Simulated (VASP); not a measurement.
# Li2H in VASP: a series of runs, part 2 of 2

VASP 6.6.1. Earlier steps stand in the parts before.

## 4. Single point, PBE

File INCAR:

```
PREC = Accurate
ENCUT = 520
EDIFF = 1E-6
ISMEAR = 0
SIGMA = 0.1
LREAL = False
LASPH = True
NELM = 80
ALGO = Fast
ISIF = 2
LWAVE = False
LCHARG = False
GGA = PE
NBANDS = 16
```

File KPOINTS:

```
Automatic mesh
0
Gamma
  14 10 6
```

File POSCAR:

```
Li2H
1.0
    2.8228844800      0.0000000000      0.0000000000
    0.0000000000      4.1771411913      0.0000000000
    0.0000000000      0.0000000000      5.9846489786
Li H
4 2
Direct
    0.5000000000      0.0000000000      0.3933023466
    0.0000000000      0.5000000000      0.1468004337
    0.5000000000      0.0000000000      0.8531995663
    0.0000000000      0.5000000000      0.6066976534
    0.5000000000      0.5000000000      0.3898066524
    0.0000000000      0.0000000000      0.6101933476
```

Potentials or basis: VASP PAW PBE potentials, release 64 (Li_sv, H).

Command:

```
$ cat potpaw_PBE.64/Li_sv/POTCAR potpaw_PBE.64/H/POTCAR > POTCAR
$ mpirun -np 1 vasp_std > vasp.out
```

OUTCAR:

```text
PREC = Accurate
   ENCUT = 520
   EDIFF = 1E-6
   ISMEAR = 0
   LREAL = False
   LASPH = True
   NELM = 80
   ISIF = 2
   GGA = PE

 ion  position               nearest neighbor table
   1  0.500  0.000  0.393-
   2  0.000  0.500  0.147-
   3  0.500  0.000  0.853-
   4  0.000  0.500  0.607-
   5  0.500  0.500  0.390-
   6  0.000  0.000  0.610-

  LATTYP: Found a simple orthorhombic cell.
 ALAT       =     2.8228844800
 B/A-ratio  =     1.4797421648
 C/A-ratio  =     2.1200474270

  Lattice vectors:

 A1 = (   2.8228844800,   0.0000000000,   0.0000000000)
 A2 = (   0.0000000000,   4.1771411913,   0.0000000000)
 A3 = (   0.0000000000,   0.0000000000,   5.9846489786)

Analysis of symmetry for initial positions (statically):
=====================================================================
 Subroutine PRICEL returns:
 Original cell was already a primitive cell.

 Routine SETGRP: Setting up the symmetry group for a
 simple orthorhombic supercell.

 Subroutine GETGRP returns: Found  8 space group operations
 (whereof  4 operations were pure point group operations)
 out of a pool of  8 trial point group operations.

The static configuration has the point symmetry C_2v.
 The point group associated with its full space group is D_2h.

Analysis of symmetry for dynamics (positions and initial velocities):
=====================================================================
 Subroutine PRICEL returns:
 Original cell was already a primitive cell.

 Routine SETGRP: Setting up the symmetry group for a
 simple orthorhombic supercell.

 Subroutine GETGRP returns: Found  8 space group operations
 (whereof  4 operations were pure point group operations)
 out of a pool of  8 trial point group operations.

The dynamic configuration has the point symmetry C_2v.
 The point group associated with its full space group is D_2h.
[... 130 lines left out ...]
  Thomas-Fermi vector in A             =   2.083583
   LORBIT       =      0    0 simple, 1 ext, 2 COOP (PROOUT), +10 PAW based schemes
   GGA     = PE    functional components
   LHFCALC =     F    Hartree Fock is set to
   AEXX    =    0.0000 exact exchange contribution
   IVDW    =     0    specifies the selected vdW correction
   LEPSILON=     F    determine dielectric tensor
   LRPA    =     F    only Hartree local field effects (RPA)
 non-spin polarized calculation
 RMM-DIIS sequential band-by-band and
 Gauss-broadening in eV      SIGMA  =   0.10
  energy-cutoff  :      520.00
  volume of cell :       70.57
 maximum number of plane-waves:      1931
 NGX is ok and might be reduce to    24
   NGX = 11   NGY = 15   NGZ = 23

 number of electron      13.9999990 magnetization

 Free energy of the ion-electron system (eV)
  ---------------------------------------------------
  ext. energy  EPLUGINS =         0.00000000
  ---------------------------------------------------
  free energy    TOTEN  =       -15.84239474 eV

  energy without entropy =      -15.83867147  energy(sigma->0) =      -15.84053310

 E-fermi :   1.5627     XC(G=0):  -7.7954

 val. band max:        1.5512004083   @ k =   0.4286   0.2000   0.3333
 cond. band min:       1.5925690701   @ k =   0.1429   0.3000   0.3333
 fundamental gap:      0.0413686618
 Fermi energy:         1.5626592010

 k-point     1 :       0.0000    0.0000    0.0000
  band No.  band energies     occupation
      1     -45.0303      2.00000
      2     -44.9958      2.00000
      3     -44.9462      2.00000
      4     -44.9380      2.00000
      5      -5.3002      2.00000
      6      -2.6318      2.00000
[... 433 lines left out ...]
      3     -44.9285      2.00000
      4     -44.9285      2.00000
      5      -2.6019      2.00000
      6      -2.6019      2.00000
[... 8 lines left out ...]
     15      10.2768      0.00000
     16      10.2810      0.00000

 [... further k-points ...]

------------------------ aborting loop because EDIFF is reached ----------------------------------------

  FORCE on cell =-STRESS in cart. coord.  units (eV):
  Direction    XX          YY          ZZ          XY          YZ          ZX
  --------------------------------------------------------------------------------------
  -------------------------------------------------------------------------------------
  Total       -0.0723357     -0.0704580     -0.0603574      0.0000000      0.0000000      0.0000000
  in kB       -1.6422997     -1.5996682     -1.3703447      0.0000000      0.0000000      0.0000000
  external PRESSURE =      -1.5374375 kB  Pullay stress =       0.0000000 kB

 VOLUME and BASIS-vectors are now :
 -----------------------------------------------------------------------------
  energy-cutoff  :      520.00
  volume of cell :       70.57
      direct lattice vectors                 reciprocal lattice vectors
     2.822884480  0.000000000  0.000000000     0.354247582  0.000000000  0.000000000
     0.000000000  4.177141191  0.000000000     0.000000000  0.239398180  0.000000000
     0.000000000  0.000000000  5.984648979     0.000000000  0.000000000  0.167094178

 POSITION                                       TOTAL-FORCE (eV/Angst)
 -----------------------------------------------------------------------------------
      1.41144      0.00000      2.35378         0.000000      0.000000     -0.001558
      0.00000      2.08857      0.87855         0.000000      0.000000      0.001546
      1.41144      0.00000      5.10610         0.000000      0.000000     -0.001546
      0.00000      2.08857      3.63087         0.000000      0.000000      0.001558
      1.41144      2.08857      2.33286         0.000000      0.000000      0.005750
      0.00000      0.00000      3.65179         0.000000      0.000000     -0.005750
 -----------------------------------------------------------------------------------
    total drift:                                0.000000      0.000000     -0.000000

  FREE ENERGIE OF THE ION-ELECTRON SYSTEM (eV)
  ---------------------------------------------------
  free  energy   TOTEN  =       -15.8423947444 eV

  energy  without entropy=      -15.8386714656  energy(sigma->0) =      -15.84053310
```

OSZICAR:

```text
N       E                     dE             d eps       ncg     rms          rms(c)
DAV:   1     0.591586380407E+02    0.59159E+02   -0.61599E+03  6144   0.893E+02
DAV:   2    -0.253677036189E+01   -0.61695E+02   -0.59037E+02  7336   0.224E+02
DAV:   3    -0.163391115162E+02   -0.13802E+02   -0.13641E+02 12152   0.523E+01
[... 13 lines left out ...]
RMM:  17    -0.158423884896E+02   -0.32141E-05   -0.47413E-05  8932   0.220E-02    0.124E-03
RMM:  18    -0.158423914156E+02   -0.29259E-05   -0.24237E-05  7722   0.156E-02    0.604E-04
RMM:  19    -0.158423931397E+02   -0.17241E-05   -0.12958E-05  7565   0.115E-02    0.808E-04
RMM:  20    -0.158423941565E+02   -0.10168E-05   -0.68614E-06  7295   0.868E-03    0.458E-04
RMM:  21    -0.158423947444E+02   -0.58790E-06   -0.37471E-06  6637   0.675E-03
   1 F= -.15842395E+02 E0= -.15840533E+02  d E =-.372328E-02
```

It took 6.9 min on 1 thread of Oxide Virtual Turin-like, shared host; peak memory 0.26 GiB.

Results:

```yaml
Free_energy: -15.8424 eV
Largest_force: 0.006 eV/Å
Band_gap_on_the_k_mesh: zero (bands 7 and 8 overlap by 4.25 eV)
```

Forces in eV/Å, atoms in the order of the input:
```
Li   0.000  0.000 -0.002
Li   0.000  0.000  0.002
Li   0.000  0.000 -0.002
Li   0.000  0.000  0.002
H    0.000  0.000  0.006
H    0.000  0.000 -0.006
```

Levels at points of the mesh, in eV from the Fermi level:
```
           k point  band 5  band 6  band 7  band 8  band 9  band 10
(0.00, 0.00, 0.00)   -6.86   -4.19   -1.84    0.80    1.63     5.07
(0.50, 0.00, 0.00)   -4.17   -4.17    1.18    1.18    2.29     2.29
(0.00, 0.50, 0.00)   -5.75   -5.75   -1.19   -1.19    2.59     2.59
(0.50, 0.50, 0.00)   -4.16   -4.16    2.69    2.69    2.73     2.73
(0.00, 0.00, 0.50)   -6.78   -4.59   -1.35    1.33    2.37     2.62
(0.50, 0.00, 0.50)   -4.10   -4.10    0.21    0.21    3.94     3.94
(0.00, 0.50, 0.50)   -5.72   -5.72   -1.56   -1.56    4.58     4.58
(0.50, 0.50, 0.50)   -4.10   -4.10    1.12    1.12    2.75     2.75
```

Caveat: the cutoff is under 1.25 times the usual one of these potentials, so pressure, stress and relaxed cells hold a basis-set (Pulay) error.

## 5. Relaxation of cell and atoms, PBE

File INCAR:

```
SYSTEM = Li2H
PREC     = Accurate       ! precision mode
ENCUT    = 600            ! plane-wave cutoff, eV
EDIFF    = 1E-6           ! SCF threshold, eV
ISMEAR   = 0              ! smearing method
SIGMA    = 0.1            ! smearing width, eV
LREAL    = .False.        ! projectors in reciprocal space
LASPH    = .True.         ! aspherical terms in the spheres
NELM     = 60             ! most SCF steps
ALGO     = Fast           ! electronic algorithm
ISIF     = 3              ! what is computed and relaxed
LWAVE    = .False.        ! write WAVECAR
LCHARG   = .False.        ! write CHGCAR
GGA      = PE             ! functional
IBRION   = 2              ! ionic algorithm
NSW      = 100            ! ionic steps
EDIFFG   = -0.01          ! ionic threshold
```

File KPOINTS:

```
Automatic mesh
0
Gamma
  14 10 6
  0 0 0
```

File POSCAR:

```
Li2H
1.0
    2.8356783591      0.0000000000      0.0000000000
    0.0000000000      4.1542273734      0.0000000000
    0.0000000000      0.0000000000      5.9881061380
Li H
4 2
Direct
    0.5000000000      0.0000000000      0.3940519421
    0.0000000000      0.5000000000      0.1473092313
    0.5000000000      0.0000000000      0.8526907687
    0.0000000000      0.5000000000      0.6059480579
    0.5000000000      0.5000000000      0.3906119803
    0.0000000000      0.0000000000      0.6093880197
```

Potentials or basis: VASP PAW PBE potentials, release 64 (Li_sv, H).

Command:

```
$ cat potpaw_PBE.64/Li_sv/POTCAR potpaw_PBE.64/H/POTCAR > POTCAR
$ mpirun -np 1 vasp_std > vasp.out
```

OUTCAR:

```text
SYSTEM = Li2H
   PREC = Accurate
   ENCUT = 600
   EDIFF = 1E-6
   ISMEAR = 0
   LREAL = .False.
   LASPH = .True.
   NELM = 60
   ISIF = 3
   GGA = PE
   IBRION = 2
   NSW = 100
   EDIFFG = -0.01

 ion  position               nearest neighbor table
   1  0.500  0.000  0.394-
   2  0.000  0.500  0.147-
   3  0.500  0.000  0.853-
   4  0.000  0.500  0.606-
   5  0.500  0.500  0.391-
   6  0.000  0.000  0.609-

  LATTYP: Found a simple orthorhombic cell.
 ALAT       =     2.8356783591
 B/A-ratio  =     1.4649853923
 C/A-ratio  =     2.1117014625

  Lattice vectors:

 A1 = (   2.8356783591,   0.0000000000,   0.0000000000)
 A2 = (   0.0000000000,   4.1542273734,   0.0000000000)
 A3 = (   0.0000000000,   0.0000000000,   5.9881061380)

Analysis of symmetry for initial positions (statically):
=====================================================================
 Subroutine PRICEL returns:
 Original cell was already a primitive cell.

 Routine SETGRP: Setting up the symmetry group for a
 simple orthorhombic supercell.

 Subroutine GETGRP returns: Found  8 space group operations
 (whereof  4 operations were pure point group operations)
 out of a pool of  8 trial point group operations.

[... 253 lines left out ...]
--------------------------------------- Ionic step        3  -------------------------------------------

 number of electron      14.0000020 magnetization

 Free energy of the ion-electron system (eV)
  ---------------------------------------------------
  ext. energy  EPLUGINS =         0.00000000
  ---------------------------------------------------
  free energy    TOTEN  =       -15.84235880 eV

  energy without entropy =      -15.83861125  energy(sigma->0) =      -15.84048502

 E-fermi :   1.5846     XC(G=0):  -7.8124

 val. band max:        1.5601408137   @ k =   0.4286   0.2000   0.3333
 cond. band min:       1.6144540242   @ k =   0.2857   0.4000   0.0000
 fundamental gap:      0.0543132105
 Fermi energy:         1.5846091088

 k-point     1 :       0.0000    0.0000    0.0000
  band No.  band energies     occupation
      1     -44.9912      2.00000
      2     -44.9547      2.00000
      3     -44.9169      2.00000
      4     -44.9090      2.00000
      5      -5.3032      2.00000
      6      -2.6115      2.00000
      7      -0.2738      2.00000
      8       2.4265      0.00000
      9       3.2308      0.00000
     10       6.6981      0.00000
     11       6.9053      0.00000
[... 309 lines left out ...]
 k-point    24 :       0.5000    0.2000    0.0000
  band No.  band energies     occupation
      1     -44.9554      2.00000
      2     -44.9554      2.00000
      3     -44.8995      2.00000
      4     -44.8995      2.00000
      5      -2.5986      2.00000
      6      -2.5986      2.00000
      7       3.0631      0.00000
      8       3.0631      0.00000
      9       3.9027      0.00000
     10       3.9027      0.00000
     11       6.0498      0.00000

 [... further k-points ...]

------------------------ aborting loop because EDIFF is reached ----------------------------------------

  FORCE on cell =-STRESS in cart. coord.  units (eV):
  Direction    XX          YY          ZZ          XY          YZ          ZX
  --------------------------------------------------------------------------------------
  -------------------------------------------------------------------------------------
  Total       -0.0236572      0.0142753     -0.0291300      0.0000000      0.0000000      0.0000000
  in kB       -0.5403215      0.3260421     -0.6653178      0.0000000      0.0000000      0.0000000
  external PRESSURE =      -0.2931990 kB  Pullay stress =       0.0000000 kB
[... 21 lines left out ...]
  FREE ENERGIE OF THE ION-ELECTRON SYSTEM (eV)
  ---------------------------------------------------
  free  energy   TOTEN  =       -15.8423587974 eV

  energy  without entropy=      -15.8386112462  energy(sigma->0) =      -15.84048502

 reached required accuracy - stopping structural energy minimisation
```

OSZICAR:

```text
N       E                     dE             d eps       ncg     rms          rms(c)
DAV:   1     0.446628152101E+02    0.44663E+02   -0.74056E+03  4224   0.141E+03
DAV:   2    -0.347997327613E+01   -0.48143E+02   -0.46721E+02  4521   0.252E+02
DAV:   3    -0.161375001197E+02   -0.12658E+02   -0.12593E+02  8241   0.725E+01
[... 32 lines left out ...]
RMM:   2    -0.158422754629E+02   -0.10937E-03   -0.15995E-03  4851   0.518E-01    0.109E-01
RMM:   3    -0.158423269238E+02   -0.51461E-04   -0.75865E-04  5732   0.287E-01    0.730E-03
RMM:   4    -0.158423524426E+02   -0.25519E-04   -0.23737E-04  5948   0.118E-01    0.114E-02
RMM:   5    -0.158423591443E+02   -0.67017E-05   -0.55343E-05  5807   0.597E-02    0.192E-02
RMM:   6    -0.158423585686E+02    0.57567E-06   -0.12745E-05  4618   0.316E-02    0.110E-02
RMM:   7    -0.158423587974E+02   -0.22880E-06   -0.23480E-06  3295   0.184E-02
   3 F= -.15842359E+02 E0= -.15840485E+02  d E =-.588812E-03
```

CONTCAR:

```text
Li2H
   1.00000000000000
     2.8210773821967363    0.0000000000000000    0.0000000000000000
     0.0000000000000000    4.1535921906761644    0.0000000000000000
     0.0000000000000000    0.0000000000000000    5.9866304229063267
  Li              H
     4     2
Direct
     0.5000000000000000    0.0000000000000000    0.3936093154621255
     0.0000000000000000    0.5000000000000000    0.1470470646035722
     0.5000000000000000    0.0000000000000000    0.8529529353964278
     0.0000000000000000    0.5000000000000000    0.6063906845378746
     0.5000000000000000    0.5000000000000000    0.3905185803440137
     0.0000000000000000    0.0000000000000000    0.6094814196559863

  0.00000000E+00  0.00000000E+00  0.00000000E+00
  0.00000000E+00  0.00000000E+00  0.00000000E+00
  0.00000000E+00  0.00000000E+00  0.00000000E+00
  0.00000000E+00  0.00000000E+00  0.00000000E+00
  0.00000000E+00  0.00000000E+00  0.00000000E+00
  0.00000000E+00  0.00000000E+00  0.00000000E+00
```

Run time: 9.8 min. Hardware: 1 thread of Oxide Virtual Turin-like, shared host; peak memory 0.27 GiB.

Results:

```yaml
Free_energy: -15.8424 eV
Relaxed_volume: 11.69 Å³/atom
Relaxed_cell: a = 2.821 Å, b = 4.154 Å, c = 5.987 Å, α = 90.00°, β = 90.00°, γ = 90.00°
Space_group_after_relaxing_to_0.1_Å: Pmmn (No. 59)
Energy_gained_by_relaxing: 0.1 meV/atom
Ionic_steps: 3
Pressure_after_relaxing: 0.0 GPa
Largest_force_after_relaxing: 0.007 eV/Å
Band_gap_on_the_k_mesh: zero (bands 7 and 8 overlap by 4.24 eV)
```

Forces in eV/Å, atoms in the order of the input:
```
Li   0.000  0.000 -0.007
Li   0.000  0.000 -0.002
Li   0.000  0.000  0.002
Li   0.000  0.000  0.007
H    0.000  0.000 -0.007
H    0.000  0.000  0.007
```

The path:
```tsv
step	energy change (eV)	largest force (eV/Å)	pressure (GPa)	volume (Å³)
1	0.0000	0.0137	-0.13	70.54
2	-0.0002	0.0116	-0.12	70.44
3	-0.0006	0.0071	-0.03	70.15
```

Final structure:
```xyz
6
Lattice="2.8211 0.0000 0.0000 0.0000 4.1536 0.0000 0.0000 0.0000 5.9866" Properties=species:S:1:pos:R:3 pbc="T T T"
Li    1.4105    0.0000    2.3564
Li    0.0000    2.0768    0.8803
Li    1.4105    0.0000    5.1063
Li    0.0000    2.0768    3.6302
H     1.4105    2.0768    2.3379
H     0.0000    0.0000    3.6487
```

Caveat: the cutoff is under 1.25 times the usual one of these potentials, so pressure, stress and relaxed cells hold a basis-set (Pulay) error.

## 6. The runs side by side

| task | cell | k mesh | cutoff (eV) | smearing | gap on the mesh (eV) | largest force (eV/Å) |
| --- | --- | --- | --- | --- | --- | --- |
| single point | a = 2.836, b = 4.154, c = 5.988 Å, 6 atoms, atomic positions A | 6 × 4 × 4 | 520 | gaussian 0.1 eV | none | 0.03 |
| single point | a = 2.836, b = 4.154, c = 5.988 Å, angles 90.1, 90.0, 90.0°, 6 atoms, atomic positions B | 8 × 4 × 4 | 520 | gaussian 0.2 eV | none | 0.01 |
| single point | a = 2.823, b = 4.177, c = 5.985 Å, 6 atoms, atomic positions C | 14 × 10 × 6 | 520 | gaussian 0.1 eV | none | 0.01 |
| relaxation of cell and atoms | relaxed from a = 2.836, b = 4.154, c = 5.988 Å, 6 atoms, atomic positions A | 14 × 10 × 6 | 600 | gaussian 0.1 eV | none | 0.01 |

Alike in all rows: level PBE; potentials or basis VASP PAW PBE potentials, release 64 (Li_sv, H); no spin polarisation.

Caveats: some runs use coarse meshes; the cutoff is under 1.25 times the usual one of these potentials, so pressure, stress and relaxed cells hold a basis-set (Pulay) error.

Total energies depend on the potentials used, so only differences within one code and one set of settings carry meaning.

The gap in the log of VASP goes by the Fermi energy; the results here count the filled bands.